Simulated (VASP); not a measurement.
# Ta (Fd-3m) in VASP: a series of runs, part 2 of 3

VASP 6.6.1. Earlier steps stand in the parts before.

## 5. Relaxation of cell and atoms, revPBE

This run uses another cell than the first one, of 24.39 Å³/atom, 0.808 times its volume.

File INCAR:

```
SYSTEM = Ta
ALGO     = Normal         ! electronic algorithm
EDIFF    = 1E-6           ! SCF threshold, eV
EDIFFG   = -0.01          ! ionic threshold
ENCUT    = 600            ! plane-wave cutoff, eV
GGA      = RE             ! functional
IBRION   = 2              ! ionic algorithm
ISIF     = 3              ! what is computed and relaxed
ISMEAR   = -1             ! smearing method
LASPH    = .True.         ! aspherical terms in the spheres
LCHARG   = .False.        ! write CHGCAR
LREAL    = .False.        ! projectors in reciprocal space
LWAVE    = .False.        ! write WAVECAR
NELM     = 60             ! most SCF steps
NSW      = 80             ! ionic steps
PREC     = Accurate       ! precision mode
SIGMA    = 0.1            ! smearing width, eV
```

File KPOINTS:

```
k-points
0
Gamma
  9 9 9
  0 0 0
```

File POSCAR:

```
Ta
1.0
    0.0000000000      2.8998653517      2.8998653517
    2.8998653517      0.0000000000      2.8998653517
    2.8998653517      2.8998653517      0.0000000000
Ta
2
Direct
    0.1250000000      0.1250000000      0.1250000000
    0.8750000000      0.8750000000      0.8750000000
```

Potentials or basis: VASP PAW PBE potentials, release 64 (Ta_pv).

Started as:

```console
$ cat potpaw_PBE.64/Ta_pv/POTCAR > POTCAR
$ mpirun -np 1 vasp_std > vasp.out
```

OUTCAR:

```text
SYSTEM = Ta
   EDIFF = 1E-6
   EDIFFG = -0.01
   ENCUT = 600
   GGA = RE
   IBRION = 2
   ISIF = 3
   ISMEAR = -1
   LASPH = .True.
   LREAL = .False.
   NELM = 60
   NSW = 80
   PREC = Accurate

 ion  position               nearest neighbor table
   1  0.125  0.125  0.125-   2 2.51   2 2.51   2 2.51   2 2.51
   2  0.875  0.875  0.875-   1 2.51   1 2.51   1 2.51   1 2.51

  LATTYP: Found a face centered cubic cell.
 ALAT       =     5.7997307034

  Lattice vectors:

 A1 = (   0.0000000000,   2.8998653517,   2.8998653517)
 A2 = (   2.8998653517,   0.0000000000,   2.8998653517)
 A3 = (   2.8998653517,   2.8998653517,   0.0000000000)

Analysis of symmetry for initial positions (statically):
=====================================================================
 Subroutine PRICEL returns:
 Original cell was already a primitive cell.

 Routine SETGRP: Setting up the symmetry group for a
 face centered cubic supercell.

 Subroutine GETGRP returns: Found 48 space group operations
 (whereof 12 operations were pure point group operations)
 out of a pool of 48 trial point group operations.

The static configuration has the point symmetry D_3d.
 The point group associated with its full space group is O_h .

Analysis of symmetry for dynamics (positions and initial velocities):
=====================================================================
 Subroutine PRICEL returns:
 Original cell was already a primitive cell.

 Routine SETGRP: Setting up the symmetry group for a
 face centered cubic supercell.

 Subroutine GETGRP returns: Found 48 space group operations
 (whereof 12 operations were pure point group operations)
 out of a pool of 48 trial point group operations.

The dynamic configuration has the point symmetry D_3d.
 The point group associated with its full space group is O_h .

 Subroutine INISYM returns: Found 48 space group operations
 (whereof 12 operations are pure point group operations),
 and found     1 'primitive' translations

----------------------------------------------------------------------------------------

                                     Primitive cell

  volume of cell :      48.7712

  direct lattice vectors                    reciprocal lattice vectors
     0.000000000  2.899865352  2.899865352    -0.172421799  0.172421799  0.172421799
[... 103 lines left out ...]
   IALGO  =     38    algorithm
   IMIX   =      4    mixing-type and parameters
     AMIX     =   0.40;   BMIX     =  1.00
     AMIX_MAG =   1.60;   BMIX_MAG =  1.00
  volume/ion in A,a.u.               =      24.39       164.56
  Fermi-wavevector in a.u.,A,eV,Ry     =   1.255532  2.372612 21.447699  1.576361
  Thomas-Fermi vector in A             =   2.389284
   LORBIT       =      0    0 simple, 1 ext, 2 COOP (PROOUT), +10 PAW based schemes
   GGA     = RE    functional components
   LHFCALC =     F    Hartree Fock is set to
   AEXX    =    0.0000 exact exchange contribution
   IVDW    =     0    specifies the selected vdW correction
   LEPSILON=     F    determine dielectric tensor
   LRPA    =     F    only Hartree local field effects (RPA)
 conjugate gradient relaxation of ions
 non-spin polarized calculation
  energy-cutoff  :      600.00
  volume of cell :       48.77
 maximum number of plane-waves:      1645
 NGX is ok and might be reduce to    36
   NGX = 17   NGY = 17   NGZ = 17

--------------------------------------- Ionic step        1  -------------------------------------------

 number of electron      22.0000003 magnetization

 Free energy of the ion-electron system (eV)
  ---------------------------------------------------
  ext. energy  EPLUGINS =         0.00000000
  ---------------------------------------------------
  free energy    TOTEN  =       -16.78675404 eV

  energy without entropy =      -16.66584719  energy(sigma->0) =      -16.72630061

 E-fermi :   3.0320     XC(G=0): -10.6533

 val. band max:        3.0003346251   @ k =   0.4444   0.1111   0.0000
 cond. band min:       3.0599141302   @ k =   0.3333   0.2222   0.0000
 fundamental gap:      0.0595795052
 Fermi energy:         3.0319678368

 k-point     1 :       0.0000    0.0000    0.0000
  band No.  band energies     occupation
      1     -31.1726      2.00000
      2     -31.1726      2.00000
      3     -31.1726      2.00000
      4     -29.9838      2.00000
      5     -29.9838      2.00000
      6     -29.9838      2.00000
      7      -3.0063      2.00000
      8       1.6353      2.00000
      9       1.6353      2.00000
     10       2.6896      1.93687
     11       2.6896      1.93687
     12       2.6896      1.93687
     13       5.3198      0.00000
     14       5.3198      0.00000
[... 522 lines left out ...]
--------------------------------------- Ionic step        4  -------------------------------------------

 number of electron      21.9999997 magnetization

 Free energy of the ion-electron system (eV)
  ---------------------------------------------------
  ext. energy  EPLUGINS =         0.00000000
  ---------------------------------------------------
  free energy    TOTEN  =       -17.18848474 eV

  energy without entropy =      -17.05528435  energy(sigma->0) =      -17.12188454

 E-fermi :   1.9615     XC(G=0):  -9.8682

 val. band max:        1.9606556864   @ k =  -0.4444   0.4444   0.1111
 cond. band min:       1.9707780915   @ k =   0.3333   0.2222   0.0000
 fundamental gap:      0.0101224051
 Fermi energy:         1.9615176770

 k-point     1 :       0.0000    0.0000    0.0000
  band No.  band energies     occupation
      1     -32.2180      2.00000
      2     -32.2180      2.00000
      3     -32.2180      2.00000
      4     -31.4688      2.00000
      5     -31.4688      2.00000
      6     -31.4688      2.00000
      7      -3.5617      2.00000
      8       1.0524      1.99977
      9       1.0524      1.99977
     10       1.6581      1.90820
     11       1.6581      1.90820
     12       1.6581      1.90820
     13       3.9311      0.00000
     14       3.9311      0.00000
[... 444 lines left out ...]
  FREE ENERGIE OF THE ION-ELECTRON SYSTEM (eV)
  ---------------------------------------------------
  free  energy   TOTEN  =       -17.1884847388 eV

  energy  without entropy=      -17.0552843490  energy(sigma->0) =      -17.12188454

 reached required accuracy - stopping structural energy minimisation
```

OSZICAR:

```text
N       E                     dE             d eps       ncg     rms          rms(c)
DAV:   1     0.177775839375E+03    0.17778E+03   -0.13827E+04  1050   0.160E+03
DAV:   2    -0.122250512750E+02   -0.19000E+03   -0.18819E+03  1316   0.396E+02
DAV:   3    -0.169136606479E+02   -0.46886E+01   -0.44885E+01  1355   0.547E+01
DAV:   4    -0.169794518520E+02   -0.65791E-01   -0.65708E-01  1162   0.662E+00
[... 31 lines left out ...]
DAV:   1    -0.171905065567E+02   -0.21159E-02   -0.53442E-02  1190   0.261E+00    0.297E-01
DAV:   2    -0.171886852797E+02    0.18213E-02   -0.43268E-03  1169   0.511E-01    0.916E-02
DAV:   3    -0.171884773042E+02    0.20798E-03   -0.92015E-04  1318   0.244E-01    0.371E-02
DAV:   4    -0.171884844105E+02   -0.71063E-05   -0.57060E-05  1071   0.499E-02    0.876E-03
DAV:   5    -0.171884847388E+02   -0.32830E-06   -0.83613E-06  1297   0.221E-02
   4 F= -.17188485E+02 E0= -.17121885E+02  d E =-.401731E+00
```

CONTCAR:

```text
Ta
   1.00000000000000
     0.0000000000000000    3.0730469572901815    3.0730469572901815
     3.0730469572901815   -0.0000000000000000    3.0730469572901815
     3.0730469572901815    3.0730469572901815    0.0000000000000000
  Ta
     2
Direct
     0.1250000000000000    0.1250000000000000    0.1250000000000000
     0.8750000000000000    0.8750000000000000    0.8750000000000000

  0.00000000E+00  0.00000000E+00  0.00000000E+00
  0.00000000E+00  0.00000000E+00  0.00000000E+00
```

Run time: 35 s. Hardware: 1 thread of Intel Xeon 6975P-C (Granite Rapids), shared host; peak memory 0.22 GiB.

What came out:

```
Free energy                            : -17.1885 eV
Relaxed volume                         : 29.02 Å³/atom
Relaxed cell                           : a = 4.346 Å, b = 4.346 Å, c = 4.346 Å, α = 60.00°, β = 60.00°, γ = 60.00°
Space group after relaxing (to 0.05 Å) : Fd-3m (No. 227)
Energy gained by relaxing              : 200.9 meV/atom
Ionic steps                            : 4
Pressure after relaxing                : 0.0 GPa
Band gap on the k mesh                 : zero (band 11 reaches 2.33 eV, above the bottom of band 12 at 1.66 eV)
```

The path:
```tsv
step	energy change (eV)	largest force (eV/Å)	pressure (GPa)	volume (Å³)
1	0.0000	0.0000	15.68	48.77
2	-0.1384	0.0000	-7.85	67.62
3	-0.4016	0.0000	-0.19	58.24
4	-0.4017	0.0000	0.05	58.04
```

Final structure:
```yaml
crystal:
  lattice:
    - [0.00000, 3.07305, 3.07305]
    - [3.07305, 0.00000, 3.07305]
    - [3.07305, 3.07305, 0.00000]
  atoms:
    - { symbol: Ta, position: [0.12500, 0.12500, 0.12500] }
    - { symbol: Ta, position: [0.87500, 0.87500, 0.87500] }
```

Levels at points of the mesh, in eV from the Fermi level:
| k point | band 8 | band 9 | band 10 | band 11 | band 12 | band 13 | band 14 | band 15 |
| --- | --- | --- | --- | --- | --- | --- | --- | --- |
| (0.00, 0.00, 0.00) | -0.91 | -0.91 | -0.30 | -0.30 | -0.30 | 1.97 | 1.97 | 1.97 |

Caveat: the volume moved by over 15 % at a fixed basis, so the end points are rough; the PAW data sets were made with another functional, which shifts forces and pressure a little; spin-orbit coupling is left out, which moves the levels of the heavy elements.

(Part 2 of 3 ends here.)
